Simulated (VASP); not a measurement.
# Cs (Fm-3m) in VASP: settings compared

Aim: see how the results for Cs move with the level of theory and the settings. Levels: PBEsol, PBE0. Tasks: single point.

Everything below comes from runs of VASP 6.6.1. Logs are shortened: lines on timing, memory, paths and dates and some standing lists are left out, and cuts for length are marked.

### 1 The cell of the first run

Symmetry: Fm-3m, No. 225, cubic system. The conventional cell has a = 7.897 Å, b = 7.897 Å, c = 7.897 Å, α = 90.00°, β = 90.00°, γ = 90.00°.

### 2 Single point, PBEsol

INCAR

```
SYSTEM = Cs
PREC = Accurate
ENCUT = 520
EDIFF = 1E-6
ISMEAR = 0
SIGMA = 0.05
LREAL = .FALSE.
LASPH = .TRUE.
NELM = 80
ALGO = Fast
ISIF = 2
LWAVE = .FALSE.
LCHARG = .FALSE.
GGA = PS
NBANDS = 10
```

KPOINTS

```
Automatic mesh
0
G
  6 6 6
  0 0 0
```

POSCAR

```
Cs
1.0
    5.5837899500      0.0000000000      0.0000000000
    2.7918949750      4.8357039461      0.0000000000
    2.7918949750      1.6119013154      4.5591454028
Cs
1
Direct
    0.0000000000      0.0000000000      0.0000000000
```

Potentials or basis: VASP PAW PBE potentials, release 64 (Cs_sv).

Started as:

```
cat potpaw_PBE.64/Cs_sv/POTCAR > POTCAR
mpirun -np 1 vasp_std > vasp.out
```

OUTCAR:

```text
SYSTEM = Cs
   PREC = Accurate
   ENCUT = 520
   EDIFF = 1E-6
   ISMEAR = 0
   LREAL = .FALSE.
   LASPH = .TRUE.
   NELM = 80
   ISIF = 2
   GGA = PS

 ion  position               nearest neighbor table
   1  0.000  0.000  0.000-

  LATTYP: Found a face centered cubic cell.
 ALAT       =     7.8966714767

  Lattice vectors:

 A1 = (   5.5837899500,   0.0000000000,   0.0000000000)
 A2 = (   2.7918949750,   4.8357039461,   0.0000000000)
 A3 = (   2.7918949750,   1.6119013154,   4.5591454028)

Analysis of symmetry for initial positions (statically):
=====================================================================
 Subroutine PRICEL returns:
 Original cell was already a primitive cell.

 Routine SETGRP: Setting up the symmetry group for a
 face centered cubic supercell.

 Subroutine GETGRP returns: Found 48 space group operations
 (whereof 48 operations were pure point group operations)
 out of a pool of 48 trial point group operations.

The static configuration has the point symmetry O_h .

Analysis of symmetry for dynamics (positions and initial velocities):
=====================================================================
 Subroutine PRICEL returns:
 Original cell was already a primitive cell.

 Routine SETGRP: Setting up the symmetry group for a
 face centered cubic supercell.

 Subroutine GETGRP returns: Found 48 space group operations
 (whereof 48 operations were pure point group operations)
 out of a pool of 48 trial point group operations.

The dynamic configuration has the point symmetry O_h .

 Subroutine INISYM returns: Found 48 space group operations
 (whereof 48 operations are pure point group operations),
 and found     1 'primitive' translations

----------------------------------------------------------------------------------------

                                     Primitive cell

  volume of cell :     123.1040

  direct lattice vectors                    reciprocal lattice vectors
     5.583789950  0.000000000  0.000000000     0.179089831 -0.103397562 -0.073113117
     2.791894975  4.835703946  0.000000000     0.000000000  0.206795125 -0.073113117
     2.791894975  1.611901315  4.559145403     0.000000000  0.000000000  0.219339352

  length of vectors
     5.583789950  5.583789950  5.583789950     0.219339352  0.219339352  0.219339352

  position of ions in fractional coordinates (direct lattice)
     0.000000000  0.000000000  0.000000000

  ion indices of the primitive-cell ions
   primitive index   ion index
                 1           1

----------------------------------------------------------------------------------------

 KPOINTS: Automatic mesh

Automatic generation of k-mesh.
 Grid dimensions read from file:
 generate k-points for:    6    6    6

 Generating k-lattice:

  Cartesian coordinates                     Fractional coordinates (reciprocal lattice)
     0.029848305 -0.017232927 -0.012185520     0.166666667  0.000000000  0.000000000
     0.000000000  0.034465854 -0.012185520     0.000000000  0.166666667 -0.000000000
     0.000000000  0.000000000  0.036556559     0.000000000  0.000000000  0.166666667

  Length of vectors
     0.036556559  0.036556559  0.036556559

  Shift w.r.t. Gamma in fractional coordinates (k-lattice)
     0.000000000  0.000000000  0.000000000

 Subroutine IBZKPT returns following result:
 ===========================================

 Found     16 irreducible k-points:

 Following reciprocal coordinates:
            Coordinates               Weight
  0.000000  0.000000  0.000000      1.000000
  0.166667  0.000000  0.000000      8.000000
  0.333333  0.000000  0.000000      8.000000
  0.500000  0.000000  0.000000      4.000000
  0.166667  0.166667 -0.000000      6.000000
  0.333333  0.166667  0.000000     24.000000
[... 8 lines left out ...]
 -0.333333  0.333333  0.166667     24.000000
 -0.333333  0.500000  0.166667     12.000000
   k-points           NKPTS =     16   k-points in BZ     NKDIM =     16   number of bands    NBANDS=     10
   number of dos      NEDOS =    301   number of ions     NIONS =      1
   total plane-waves  NPLWV =  74088
   dimension x,y,z NGX =    42 NGY =   42 NGZ =   42
   dimension x,y,z NGXF=    84 NGYF=   84 NGZF=   84
   ions per type =               1
   NGX,Y,Z   is equivalent  to a cutoff of  12.50, 12.50, 12.50 a.u.
   NGXF,Y,Z  is equivalent  to a cutoff of  25.01, 25.01, 25.01 a.u.
 SYSTEM =  Cs
   PREC   = accura    normal or accurate (medium, high low for compatibility)
   ISTART =      0    job   : 0-new  1-cont  2-samecut
   ICHARG =      2    charge: 1-file 2-atom 10-const
   ISPIN  =      1    spin polarized calculation?
   LNONCOLLINEAR =      F non collinear calculations
   LSORBIT =      F    spin-orbit coupling
   LASPH  =      T    aspherical Exc in radial PAW
   ENCUT  =  520.0 eV  38.22 Ry    6.18 a.u.  10.38 10.38 10.38*2*pi/ulx,y,z
   NELM   =     80;   NELMIN=  2; NELMDL= -5     # of ELM steps
   EDIFF  = 0.1E-05   stopping-criterion for ELM
   LREAL  =      F    real-space projection
   EDIFFG = 0.1E-04   stopping-criterion for IOM
   NSW    =      0    number of steps for IOM
   IBRION =     -1    ionic relax: 0-MD 1-quasi-New 2-CG
   NFREE  =      0    steps in history (QN), initial steepest desc. (CG)
   ISIF   =      2    stress and relaxation
   ISYM   =      2    0-nonsym 1-usesym 2-fastsym
   POTIM  = 0.5000    time-step for ionic-motion
   TEBEG  =    0.0;   TEEND  =   0.0 temperature during run
   PSTRESS=    0.0 pullay stress
   NELECT =       9.0000    total number of electrons
   NUPDOWN=      -1.0000    fix difference up-down
   EMIN   =  10.00;   EMAX   =-10.00  energy-range for DOS
   EFERMI =   0.00;   METHOD = LEGACY
   ISMEAR =     0;   SIGMA  =   0.05  broadening in eV -4-tet -1-fermi 0-gaus
   EFERMI_NEDOS =   21; number of points for ismear=-14 and -15
   IALGO  =     68    algorithm
   IMIX   =      4    mixing-type and parameters
     AMIX     =   0.40;   BMIX     =  1.00
     AMIX_MAG =   1.60;   BMIX_MAG =  1.00
  volume/ion in A,a.u.               =     123.10       830.75
  Fermi-wavevector in a.u.,A,eV,Ry     =   0.684539  1.293591  6.375605  0.468594
  Thomas-Fermi vector in A             =   1.764221
   LORBIT       =      0    0 simple, 1 ext, 2 COOP (PROOUT), +10 PAW based schemes
   GGA     = PS    functional components
   LHFCALC =     F    Hartree Fock is set to
   AEXX    =    0.0000 exact exchange contribution
   IVDW    =     0    specifies the selected vdW correction
   LEPSILON=     F    determine dielectric tensor
   LRPA    =     F    only Hartree local field effects (RPA)
 non-spin polarized calculation
 RMM-DIIS sequential band-by-band and
 Gauss-broadening in eV      SIGMA  =   0.05
  energy-cutoff  :      520.00
  volume of cell :      123.10
 maximum number of plane-waves:      3347
 NGX is ok and might be reduce to    42
   NGX = 21   NGY = 21   NGZ = 21

 number of electron       9.0000001 magnetization

 Free energy of the ion-electron system (eV)
  ---------------------------------------------------
  ext. energy  EPLUGINS =         0.00000000
  ---------------------------------------------------
  free energy    TOTEN  =        -0.92292813 eV

  energy without entropy =       -0.92011838  energy(sigma->0) =       -0.92152325

 E-fermi :   0.1697     XC(G=0):  -5.3030

 val. band max:        0.1446026761   @ k =   0.5000   0.3333   0.1667
 cond. band min:       0.2009374778   @ k =   0.5000   0.0000   0.0000
 fundamental gap:      0.0563348018
 Fermi energy:         0.1696796555

 k-point     1 :       0.0000    0.0000    0.0000
  band No.  band energies     occupation
      1     -23.6717      2.00000
      2     -10.4017      2.00000
      3     -10.4017      2.00000
      4     -10.4017      2.00000
      5      -1.3993      2.00000
      6       2.6333      0.00000
      7       2.6333      0.00000
      8       2.6333      0.00000
      9       3.6628      0.00000
     10       3.6628      0.00000

 k-point     2 :       0.1667    0.0000    0.0000
  band No.  band energies     occupation
      1     -23.6707      2.00000
      2     -10.4291      2.00000
      3     -10.4054      2.00000
      4     -10.4054      2.00000
      5      -1.1330      2.00000
      6       2.1829      0.00000
      7       2.7263      0.00000
      8       2.7263      0.00000
      9       3.5073      0.00000
     10       3.5073      0.00000

 k-point     3 :       0.3333    0.0000    0.0000
  band No.  band energies     occupation
      1     -23.6685      2.00000
      2     -10.4829      2.00000
      3     -10.4129      2.00000
      4     -10.4129      2.00000
      5      -0.4343      2.00000
      6       1.4650      0.00000
      7       2.6186      0.00000
      8       2.6186      0.00000
      9       3.8552      0.00000
     10       3.8557      0.00000

 k-point     4 :       0.5000    0.0000    0.0000
  band No.  band energies     occupation
      1     -23.6674      2.00000
      2     -10.5092      2.00000
      3     -10.4166      2.00000
      4     -10.4166      2.00000
      5       0.2009      0.37664
      6       0.9202      0.00000
      7       2.4995      0.00000
      8       2.4995      0.00000
      9       4.4235      0.00000
     10       4.4662      0.00000

 k-point     5 :       0.1667    0.1667   -0.0000
  band No.  band energies     occupation
      1     -23.6703      2.00000
      2     -10.4283      2.00000
      3     -10.4116      2.00000
      4     -10.4116      2.00000
      5      -1.0451      2.00000
      6       2.1266      0.00000
      7       2.7940      0.00000
      8       2.7940      0.00000
      9       2.9268      0.00000
     10       3.8184      0.00000

 k-point     6 :       0.3333    0.1667    0.0000
  band No.  band energies     occupation
      1     -23.6685      2.00000
      2     -10.4676      2.00000
      3     -10.4205      2.00000
      4     -10.4202      2.00000
      5      -0.4858      2.00000
      6       1.6563      0.00000
      7       2.2964      0.00000
      8       2.8549      0.00000
      9       3.3021      0.00000
     10       4.0829      0.00000

 k-point     7 :       0.5000    0.1667   -0.0000
  band No.  band energies     occupation
      1     -23.6671      2.00000
      2     -10.4983      2.00000
      3     -10.4325      2.00000
      4     -10.4228      2.00000
      5       0.3138      0.00005
      6       1.0401      0.00000
      7       2.0828      0.00000
      8       2.7154      0.00000
      9       3.8279      0.00000
     10       4.4773      0.00000

 k-point     8 :      -0.3333    0.1667   -0.0000
  band No.  band energies     occupation
      1     -23.6674      2.00000
      2     -10.4899      2.00000
      3     -10.4359      2.00000
      4     -10.4166      2.00000
      5       0.0563      1.99866
      6       1.2876      0.00000
      7       2.0496      0.00000
      8       2.7364      0.00000
      9       3.7260      0.00000
     10       4.3335      0.00000

 k-point     9 :      -0.1667    0.1667   -0.0000
  band No.  band energies     occupation
      1     -23.6692      2.00000
      2     -10.4551      2.00000
      3     -10.4229      2.00000
      4     -10.4080      2.00000
      5      -0.7164      2.00000
      6       1.8510      0.00000
      7       2.3811      0.00000
      8       3.0268      0.00000
      9       3.0327      0.00000
     10       3.9490      0.00000

 k-point    10 :       0.3333    0.3333   -0.0000
  band No.  band energies     occupation
      1     -23.6674      2.00000
      2     -10.4789      2.00000
      3     -10.4313      2.00000
      4     -10.4313      2.00000
      5      -0.1401      2.00000
      6       1.5195      0.00000
      7       1.9202      0.00000
      8       3.3193      0.00000
      9       3.3193      0.00000
     10       4.1913      0.00000

 k-point    11 :       0.5000    0.3333   -0.0000
  band No.  band energies     occupation
      1     -23.6664      2.00000
      2     -10.4921      2.00000
      3     -10.4477      2.00000
      4     -10.4350      2.00000
      5       0.4759      0.00000
      6       1.2987      0.00000
      7       1.6190      0.00000
      8       3.3210      0.00000
      9       3.4257      0.00000
     10       4.5243      0.00000

 k-point    12 :      -0.3333    0.3333   -0.0000
  band No.  band energies     occupation
      1     -23.6664      2.00000
      2     -10.4743      2.00000
      3     -10.4737      2.00000
      4     -10.4277      2.00000
      5       0.8100      0.00000
      6       1.1557      0.00000
      7       1.4585      0.00000
      8       3.0336      0.00000
      9       3.3163      0.00000
     10       4.0048      0.00000

 k-point    13 :       0.5000    0.5000    0.0000
  band No.  band energies     occupation
      1     -23.6660      2.00000
      2     -10.5029      2.00000
      3     -10.4411      2.00000
      4     -10.4411      2.00000
      5       0.5321      0.00000
      6       1.2966      0.00000
      7       1.5432      0.00000
      8       4.0278      0.00000
      9       4.0280      0.00000
     10       4.2872      0.00000

 k-point    14 :       0.5000    0.3333    0.1667
  band No.  band energies     occupation
      1     -23.6671      2.00000
      2     -10.4819      2.00000
      3     -10.4455      2.00000
      4     -10.4259      2.00000
      5       0.1446      1.52185
      6       1.4842      0.00000
      7       1.7170      0.00000
      8       2.9215      0.00000
      9       3.5453      0.00000
     10       4.3629      0.00000

 k-point    15 :      -0.3333    0.3333    0.1667
  band No.  band energies     occupation
      1     -23.6664      2.00000
      2     -10.4852      2.00000
      3     -10.4585      2.00000
      4     -10.4320      2.00000
      5       0.9173      0.00000
      6       0.9482      0.00000
      7       1.6368      0.00000
      8       2.6468      0.00000
      9       3.6797      0.00000
     10       4.4454      0.00000

 k-point    16 :      -0.3333    0.5000    0.1667
  band No.  band energies     occupation
      1     -23.6660      2.00000
      2     -10.4876      2.00000
      3     -10.4567      2.00000
      4     -10.4419      2.00000
      5       0.8368      0.00000
      6       1.3374      0.00000
      7       1.4597      0.00000
      8       2.5250      0.00000
      9       4.2791      0.00000
     10       4.4721      0.00000

------------------------ aborting loop because EDIFF is reached ----------------------------------------

  FORCE on cell =-STRESS in cart. coord.  units (eV):
  Direction    XX          YY          ZZ          XY          YZ          ZX
  --------------------------------------------------------------------------------------
  -------------------------------------------------------------------------------------
  Total       -0.1458779     -0.1458779     -0.1458779     -0.0000000     -0.0000000     -0.0000000
  in kB       -1.8985757     -1.8985757     -1.8985757     -0.0000000     -0.0000000     -0.0000000
  external PRESSURE =      -1.8985757 kB  Pullay stress =       0.0000000 kB

 VOLUME and BASIS-vectors are now :
 -----------------------------------------------------------------------------
  energy-cutoff  :      520.00
  volume of cell :      123.10
      direct lattice vectors                 reciprocal lattice vectors
     5.583789950  0.000000000  0.000000000     0.179089831 -0.103397562 -0.073113117
     2.791894975  4.835703946  0.000000000     0.000000000  0.206795125 -0.073113117
     2.791894975  1.611901315  4.559145403     0.000000000  0.000000000  0.219339352

 POSITION                                       TOTAL-FORCE (eV/Angst)
 -----------------------------------------------------------------------------------
      0.00000      0.00000      0.00000        -0.000000      0.000000      0.000000
 -----------------------------------------------------------------------------------
    total drift:                               -0.000000      0.000000     -0.000000

  FREE ENERGIE OF THE ION-ELECTRON SYSTEM (eV)
  ---------------------------------------------------
  free  energy   TOTEN  =        -0.9229281296 eV

  energy  without entropy=       -0.9201183777  energy(sigma->0) =       -0.92152325
```

Wall time 26 s (1 thread of Intel Xeon Platinum 8488C (Sapphire Rapids), shared host); peak memory 0.25 GiB.

What came out:

```yaml
Free_energy: -0.9229 eV
Pressure: -0.2 GPa
```

Caveat: the PAW data sets were made with another functional, which shifts forces and pressure a little; spin-orbit coupling is left out, which moves the levels of the heavy elements.

### 3 Single point, PBE0

POSCAR

```
Cs
1.0
    0.0000000000      3.9483357400      3.9483357400
    3.9483357400      0.0000000000      3.9483357400
    3.9483357400      3.9483357400      0.0000000000
Cs
1
Direct
    0.0000000000      0.0000000000      0.0000000000
```

INCAR.step1

```
SYSTEM = Cs
PREC = Accurate
ENCUT = 520
EDIFF = 1E-5
ISMEAR = 1
SIGMA = 0.1
LREAL = .FALSE.
LASPH = .TRUE.
NELM = 60
ALGO = Normal
ISIF = 2
LWAVE = .TRUE.
LCHARG = .FALSE.
NBANDS = 10
GGA = PE
```

INCAR.step2

```
SYSTEM = Cs
PREC = Accurate
ENCUT = 520
EDIFF = 1E-7
ISMEAR = 1
SIGMA = 0.1
LREAL = .FALSE.
LASPH = .TRUE.
NELM = 60
ALGO = Normal
ISIF = 2
LWAVE = .FALSE.
LCHARG = .FALSE.
GGA = PE
LHFCALC = .TRUE.
AEXX = 0.25
PRECFOCK = Normal
NBANDS = 10
ISTART = 1
```

KPOINTS

```
Automatic mesh
0
G
  3 3 3
  0 0 0
```

Potentials or basis: VASP PAW PBE potentials, release 64 (Cs_sv).

Started as:

```
cat potpaw_PBE.64/Cs_sv/POTCAR > POTCAR
cp INCAR.step1 INCAR
mpirun -np 1 vasp_std > vasp.out
cp INCAR.step2 INCAR
mpirun -np 1 vasp_std > vasp.out
```

It took 2.6 min on 1 thread of Intel Xeon 6975P-C, shared host; peak memory 0.25 GiB.

Results (log left out):

```yaml
Free_energy: -1.1719 eV
Pressure: -0.1 GPa
```

Levels at points of the mesh, in eV from the Fermi level:
| k point | band 1 | band 2 | band 3 | band 4 | band 5 | band 6 | band 7 | band 8 | band 9 | band 10 |
| --- | --- | --- | --- | --- | --- | --- | --- | --- | --- | --- |
| (0.00, 0.00, 0.00) | -25.88 | -11.61 | -11.61 | -11.61 | -1.75 | 3.71 | 3.71 | 3.71 | 4.83 | 4.83 |

Caveat: the k points lie up to 0.46 Å⁻¹ apart; the PAW data sets were made with another functional, which shifts forces and pressure a little; spin-orbit coupling is left out, which moves the levels of the heavy elements.

### 4 Single point, PBEsol

This run uses another cell than the first one, of 27.01 Å³/atom, 0.219 times its volume.

INCAR

```
SYSTEM = Cs
PREC = Accurate
ENCUT = 520
EDIFF = 1E-6
ISMEAR = -1
SIGMA = 0.05
LREAL = .False.
LASPH = .True.
NELM = 60
ALGO = Normal
ISIF = 2
LWAVE = .False.
LCHARG = .False.
GGA = PS
NBANDS = 10
```

KPOINTS

```
regular mesh
0
Gamma
  6 6 6
  0 0 0
```

POSCAR

```
Cs
1.0
    0.0000000000      2.3815140273      2.3815140273
    2.3815140273      0.0000000000      2.3815140273
    2.3815140273      2.3815140273      0.0000000000
Cs
1
Direct
    0.0000000000      0.0000000000      0.0000000000
```

Started as:

```
cat potpaw_PBE.64/Cs_sv/POTCAR > POTCAR
mpirun -np 1 vasp_std > vasp.out
```

It took 3.3 s on 1 thread of Intel Xeon 6975P-C (Granite Rapids), shared host; peak memory 0.15 GiB.

It converged, with:

| Item | Value |
| --- | --- |
| Free energy | 0.6994 eV |
| Pressure | 21.2 GPa |

Levels at points of the mesh, in eV from the Fermi level:
```
           k point  band 1  band 2  band 3  band 4  band 5  band 6  band 7  band 8  band 9  band 10
(0.00, 0.00, 0.00)  -25.65   -8.65   -8.65   -8.65   -0.05    3.02    3.02    3.02    6.99     7.40
(0.50, 0.00, 0.00)  -24.23  -14.34   -9.38   -9.38   -0.70    2.46    2.46    5.68    9.83    11.02
(0.50, 0.50, 0.00)  -23.73  -13.88  -10.80  -10.80   -2.53   -1.72   10.83   11.28   12.37    12.44
```

Caveat: the k points lie up to 0.38 Å⁻¹ apart; the PAW data sets were made with another functional, which shifts forces and pressure a little; spin-orbit coupling is left out, which moves the levels of the heavy elements.

(Part 1 of 2 ends here.)
